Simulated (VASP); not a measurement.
EuS, 2 atoms in the cell. The structure is cubic, space group Fm-3m (No. 225). The conventional cell has a = 5.917 Å, b = 5.917 Å, c = 5.917 Å, α = 90.00°, β = 90.00°, γ = 90.00°. Within 3.9 Å of Eu (site symmetry m-3m) lie 6 S at 2.96 Å. Within 3.9 Å of S (site symmetry m-3m) lie 6 Eu at 2.96 Å. 

- Program: VASP 6.6.1
- Task: single point
- Functional: LDA
- Potentials or basis: VASP PAW PBE potentials, release 64 (Eu, S)
- Cutoff: 600 eV
- k mesh: 8 × 8 × 8
- Occupations: fermi-dirac, width 0.05 eV
- Spin: collinear spin, ferromagnetic start
- Starting moments: [7.0, 0.0] μB
- Dipole correction: no
- Further INCAR settings: ALGO = Normal; EDIFF = 1e-06; NBANDS = 22

Potentials or basis: VASP PAW PBE potentials, release 64 (Eu, S).

Run with:

```console
$ cat potpaw_PBE.64/Eu/POTCAR potpaw_PBE.64/S/POTCAR > POTCAR
$ mpirun -np 1 vasp_std > vasp.out
```

Hardware: 1 thread of AMD EPYC 9R45 96-Core Processor (Zen 5), on a shared host.

**Question.** Estimate the wall time of this run.

**Answer.** Run time: 90 s on 1 thread of AMD EPYC 9R45 96-Core Processor (Zen 5) (shared host), peak memory 0.2 GiB. Counts: scf iterations 17, k points 29.
